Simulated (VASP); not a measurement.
# Cl (P3_121) in VASP: single point with PBEsol

Aim: the single point of Cl with PBEsol.

All numbers are computed with VASP 6.6.1; they aren't measurements. Logs are shortened: lines on timing, memory, paths and dates and some standing lists are left out, and cuts for length are marked.

## (1) The cell of the first run

Symmetry: P3_121, No. 152, trigonal system. Conventional cell: a = 4.074 Å, b = 4.074 Å, c = 6.547 Å, α = 90.00°, β = 90.00°, γ = 120.00°. Cl (site symmetry 2) has 2 Cl at 2.26 Å within 3.0 Å.

## (2) Single point, PBEsol

Contents of INCAR:

```
SYSTEM = Cl
ALGO     = Normal         ! electronic algorithm
EDIFF    = 1E-6           ! SCF threshold, eV
ENCUT    = 500            ! plane-wave cutoff, eV
GGA      = PS             ! functional
GGA_COMPAT= .False.      
ISIF     = 2              ! what is computed and relaxed
ISMEAR   = 0              ! smearing method
LASPH    = .True.         ! aspherical terms in the spheres
LCHARG   = .False.        ! write CHGCAR
LREAL    = .False.        ! projectors in reciprocal space
LWAVE    = .False.        ! write WAVECAR
NBANDS   = 18             ! bands
NELM     = 120            ! most SCF steps
PREC     = Accurate       ! precision mode
SIGMA    = 0.1            ! smearing width, eV
```

Contents of KPOINTS:

```
k-points
0
Gamma
  12 12 10
  0 0 0
```

Contents of POSCAR:

```
Cl
1.0
    4.0740403147      0.0000000000      0.0000000000
   -2.0370201573      3.5282224086      0.0000000000
    0.0000000000      0.0000000000      6.5470205103
Cl
3
Direct
    0.0813839505      0.0000000000      0.3333333333
    0.0000000000      0.0813839505      0.6666666667
    0.9186160495      0.9186160495      0.0000000000
```

Potentials or basis: VASP PAW PBE potentials, release 64 (Cl).

Command:

```
> cat potpaw_PBE.64/Cl/POTCAR > POTCAR
> mpirun -np 1 vasp_std > vasp.out
```

OUTCAR:

```text
SYSTEM = Cl
   EDIFF = 1E-6
   ENCUT = 500
   GGA = PS
   ISIF = 2
   ISMEAR = 0
   LASPH = .True.
   LREAL = .False.
   NELM = 120
   PREC = Accurate

 ion  position               nearest neighbor table
   1  0.081  0.000  0.333-   3 2.26   2 2.26
   2  0.000  0.081  0.667-   3 2.26   1 2.26
   3  0.919  0.919  0.000-   2 2.26   1 2.26

  LATTYP: Found a hexagonal cell.
 ALAT       =     4.0740403147
 C/A-ratio  =     1.6070092597

  Lattice vectors:

 A1 = (   4.0740403147,   0.0000000000,   0.0000000000)
 A2 = (  -2.0370201573,   3.5282224086,   0.0000000000)
 A3 = (   0.0000000000,   0.0000000000,   6.5470205103)

Analysis of symmetry for initial positions (statically):
=====================================================================
 Subroutine PRICEL returns:
 Original cell was already a primitive cell.

 Routine SETGRP: Setting up the symmetry group for a
 hexagonal supercell.

 Subroutine GETGRP returns: Found  6 space group operations
 (whereof  2 operations were pure point group operations)
 out of a pool of 24 trial point group operations.

The static configuration has the point symmetry C_2 .
 The point group associated with its full space group is D_3 .

Analysis of symmetry for dynamics (positions and initial velocities):
=====================================================================
 Subroutine PRICEL returns:
 Original cell was already a primitive cell.

 Routine SETGRP: Setting up the symmetry group for a
 hexagonal supercell.

 Subroutine GETGRP returns: Found  6 space group operations
 (whereof  2 operations were pure point group operations)
 out of a pool of 24 trial point group operations.

The dynamic configuration has the point symmetry C_2 .
 The point group associated with its full space group is D_3 .

 Subroutine INISYM returns: Found  6 space group operations
 (whereof  2 operations are pure point group operations),
 and found     1 'primitive' translations

----------------------------------------------------------------------------------------

                                     Primitive cell

  volume of cell :      94.1077

  direct lattice vectors                    reciprocal lattice vectors
     4.074040315  0.000000000  0.000000000     0.245456579  0.141714422  0.000000000
    -2.037020157  3.528222409  0.000000000     0.000000000  0.283428844  0.000000000
     0.000000000  0.000000000  6.547020510     0.000000000  0.000000000  0.152741235

  length of vectors
     4.074040315  4.074040315  6.547020510     0.283428844  0.283428844  0.152741235

  position of ions in fractional coordinates (direct lattice)
     0.081383950  0.000000000  0.333333333
     0.000000000  0.081383950  0.666666667
     0.918616050  0.918616050  0.000000000

  ion indices of the primitive-cell ions
   primitive index   ion index
                 1           1
                 2           2
                 3           3

----------------------------------------------------------------------------------------

 KPOINTS: k-points

Automatic generation of k-mesh.
 Grid dimensions read from file:
 generate k-points for:   12   12   10

 Generating k-lattice:

  Cartesian coordinates                     Fractional coordinates (reciprocal lattice)
     0.020454715  0.011809535  0.000000000     0.083333333  0.000000000  0.000000000
     0.000000000  0.023619070  0.000000000     0.000000000  0.083333333  0.000000000
     0.000000000  0.000000000  0.015274124     0.000000000  0.000000000  0.100000000

  Length of vectors
     0.023619070  0.023619070  0.015274124

  Shift w.r.t. Gamma in fractional coordinates (k-lattice)
     0.000000000  0.000000000  0.000000000

 Subroutine IBZKPT returns following result:
 ===========================================

 Found    162 irreducible k-points:

 Following reciprocal coordinates:
            Coordinates               Weight
  0.000000  0.000000  0.000000      1.000000
  0.083333 -0.000000  0.000000      6.000000
  0.166667  0.000000  0.000000      6.000000
  0.250000  0.000000  0.000000      6.000000
  0.333333  0.000000  0.000000      6.000000
  0.416667  0.000000  0.000000      6.000000
[... 16 lines left out ...]
  0.166667  0.000000  0.100000      6.000000
  0.000000  0.166667  0.100000      6.000000
 [... further k-points ...]
   k-points           NKPTS =    162   k-points in BZ     NKDIM =    162   number of bands    NBANDS=     18
   number of dos      NEDOS =    301   number of ions     NIONS =      3
   total plane-waves  NPLWV =  43200
   dimension x,y,z NGX =    30 NGY =   30 NGZ =   48
   dimension x,y,z NGXF=    60 NGYF=   60 NGZF=   96
   ions per type =               3
   NGX,Y,Z   is equivalent  to a cutoff of  12.24, 12.24, 12.19 a.u.
   NGXF,Y,Z  is equivalent  to a cutoff of  24.48, 24.48, 24.38 a.u.
 SYSTEM =  Cl
   PREC   = accura    normal or accurate (medium, high low for compatibility)
   ISTART =      0    job   : 0-new  1-cont  2-samecut
   ICHARG =      2    charge: 1-file 2-atom 10-const
   ISPIN  =      1    spin polarized calculation?
   LNONCOLLINEAR =      F non collinear calculations
   LSORBIT =      F    spin-orbit coupling
   LASPH  =      T    aspherical Exc in radial PAW
   ENCUT  =  500.0 eV  36.75 Ry    6.06 a.u.   7.43  7.43 11.94*2*pi/ulx,y,z
   NELM   =    120;   NELMIN=  2; NELMDL= -5     # of ELM steps
   EDIFF  = 0.1E-05   stopping-criterion for ELM
   LREAL  =      F    real-space projection
   EDIFFG = 0.1E-04   stopping-criterion for IOM
   NSW    =      0    number of steps for IOM
   IBRION =     -1    ionic relax: 0-MD 1-quasi-New 2-CG
   NFREE  =      0    steps in history (QN), initial steepest desc. (CG)
   ISIF   =      2    stress and relaxation
   ISYM   =      2    0-nonsym 1-usesym 2-fastsym
   POTIM  = 0.5000    time-step for ionic-motion
   TEBEG  =    0.0;   TEEND  =   0.0 temperature during run
   PSTRESS=    0.0 pullay stress
   NELECT =      21.0000    total number of electrons
   NUPDOWN=      -1.0000    fix difference up-down
   EMIN   =  10.00;   EMAX   =-10.00  energy-range for DOS
   EFERMI =   0.00;   METHOD = LEGACY
   ISMEAR =     0;   SIGMA  =   0.10  broadening in eV -4-tet -1-fermi 0-gaus
   EFERMI_NEDOS =   21; number of points for ismear=-14 and -15
   IALGO  =     38    algorithm
   IMIX   =      4    mixing-type and parameters
     AMIX     =   0.40;   BMIX     =  1.00
     AMIX_MAG =   1.60;   BMIX_MAG =  1.00
  volume/ion in A,a.u.               =      31.37       211.69
  Fermi-wavevector in a.u.,A,eV,Ry     =   0.992978  1.876456 13.415415  0.986005
  Thomas-Fermi vector in A             =   2.124828
   LORBIT       =      0    0 simple, 1 ext, 2 COOP (PROOUT), +10 PAW based schemes
   GGA     = PS    functional components
   LHFCALC =     F    Hartree Fock is set to
   AEXX    =    0.0000 exact exchange contribution
   IVDW    =     0    specifies the selected vdW correction
   LEPSILON=     F    determine dielectric tensor
   LRPA    =     F    only Hartree local field effects (RPA)
 non-spin polarized calculation
 Gauss-broadening in eV      SIGMA  =   0.10
  energy-cutoff  :      500.00
  volume of cell :       94.11
 maximum number of plane-waves:      2436
 NGX is ok and might be reduce to    30
   NGX = 15   NGY = 15   NGZ = 23

 number of electron      21.0000003 magnetization

 Free energy of the ion-electron system (eV)
  ---------------------------------------------------
  ext. energy  EPLUGINS =         0.00000000
  ---------------------------------------------------
  free energy    TOTEN  =        -5.71748091 eV

  energy without entropy =       -5.71719588  energy(sigma->0) =       -5.71733840

 E-fermi :  -0.5971     XC(G=0):  -7.4226

 val. band max:       -0.7476552354   @ k =   0.0000   0.0000   0.2000
 cond. band min:      -0.3999076285   @ k =   0.3333   0.3333   0.3000
 fundamental gap:      0.3477476068
 Fermi energy:        -0.5970610870

 k-point     1 :       0.0000    0.0000    0.0000
  band No.  band energies     occupation
      1     -17.3236      2.00000
      2     -14.6884      2.00000
      3     -14.6884      2.00000
      4      -5.2357      2.00000
      5      -5.2357      2.00000
      6      -3.4424      2.00000
[... 10 lines left out ...]
     17       9.5785      0.00000
     18      10.5288      0.00000

 k-point     2 :       0.0833   -0.0000    0.0000
  band No.  band energies     occupation
      1     -17.3159      2.00000
      2     -14.6830      2.00000
      3     -14.6821      2.00000
      4      -5.2472      2.00000
      5      -5.2389      2.00000
      6      -3.5232      2.00000
[... 10 lines left out ...]
     17       9.6895      0.00000
     18      10.4860      0.00000

 k-point     3 :       0.1667    0.0000    0.0000
  band No.  band energies     occupation
      1     -17.2944      2.00000
      2     -14.6681      2.00000
      3     -14.6649      2.00000
      4      -5.2818      2.00000
      5      -5.2484      2.00000
      6      -3.7225      2.00000
[... 10 lines left out ...]
     17       9.8788      0.00000
     18      10.4544      0.00000

 k-point     4 :       0.2500    0.0000    0.0000
  band No.  band energies     occupation
      1     -17.2648      2.00000
      2     -14.6477      2.00000
      3     -14.6411      2.00000
      4      -5.3375      2.00000
      5      -5.2624      2.00000
      6      -3.9549      2.00000
[... 375 lines left out ...]
      4      -5.9765      2.00000
      5      -4.5941      2.00000
      6      -3.5551      2.00000
[... 10 lines left out ...]
     17       9.7653      0.00000
     18      10.4637      0.00000

 k-point    23 :       0.1667    0.0000    0.1000
  band No.  band energies     occupation
      1     -17.2663      2.00000
      2     -15.1270      2.00000
      3     -14.1917      2.00000
      4      -5.9815      2.00000
      5      -4.6506      2.00000
      6      -3.7147      2.00000
[... 10 lines left out ...]
     17       9.9020      0.00000
     18      10.4864      0.00000

 k-point    24 :       0.0000    0.1667    0.1000
  band No.  band energies     occupation
      1     -17.2663      2.00000
      2     -15.1270      2.00000
      3     -14.1916      2.00000
      4      -5.9812      2.00000
      5      -4.6561      2.00000
      6      -3.6980      2.00000
[... 10 lines left out ...]
     17       9.9031      0.00000
     18      10.4358      0.00000

 [... further k-points ...]

------------------------ aborting loop because EDIFF is reached ----------------------------------------

  FORCE on cell =-STRESS in cart. coord.  units (eV):
  Direction    XX          YY          ZZ          XY          YZ          ZX
  --------------------------------------------------------------------------------------
  -------------------------------------------------------------------------------------
  Total       -0.0410777     -0.0410777     -0.0728683     -0.0000000      0.0000000     -0.0000000
  in kB       -0.6993447     -0.6993447     -1.2405781     -0.0000000      0.0000000     -0.0000000
  external PRESSURE =      -0.8797558 kB  Pullay stress =       0.0000000 kB

 VOLUME and BASIS-vectors are now :
 -----------------------------------------------------------------------------
  energy-cutoff  :      500.00
  volume of cell :       94.11
      direct lattice vectors                 reciprocal lattice vectors
     4.074040315  0.000000000  0.000000000     0.245456579  0.141714422  0.000000000
    -2.037020157  3.528222409  0.000000000     0.000000000  0.283428844  0.000000000
     0.000000000  0.000000000  6.547020510     0.000000000  0.000000000  0.152741235

 POSITION                                       TOTAL-FORCE (eV/Angst)
 -----------------------------------------------------------------------------------
      0.33156      0.00000      2.18234        -0.007139     -0.000000      0.000000
     -0.16578      0.28714      4.36468         0.003570     -0.006183     -0.000000
      1.87124      3.24108      0.00000         0.003570      0.006183      0.000000
 -----------------------------------------------------------------------------------
    total drift:                                0.000000      0.000000     -0.000000

  FREE ENERGIE OF THE ION-ELECTRON SYSTEM (eV)
  ---------------------------------------------------
  free  energy   TOTEN  =        -5.7174809110 eV

  energy  without entropy=       -5.7171958792  energy(sigma->0) =       -5.71733840
```

Run time: 4.1 min. Hardware: 1 thread of Oxide Virtual Turin-like, shared host; peak memory 0.28 GiB.

Results:

```yaml
Free_energy: -5.7175 eV
Pressure: -0.1 GPa
Largest_force: 0.007 eV/Å
Band_gap_on_the_k_mesh: zero (an odd number of electrons rules out a gap without spin polarisation)
```

Forces on the atoms (eV/Å):
```
Cl  -0.007  0.000  0.000
Cl   0.004 -0.006  0.000
Cl   0.004  0.006  0.000
```

Caveat: the PAW data sets were made with another functional, which shifts forces and pressure a little; this functional lacks dispersion, which binds layers or chains, so the pressure and a relaxed spacing across them are unreliable; an odd number of electrons without spin polarisation forces a metal; a magnetic or distorted state may lie lower.

The gap in the log of VASP goes by the Fermi energy; the results here count the filled bands.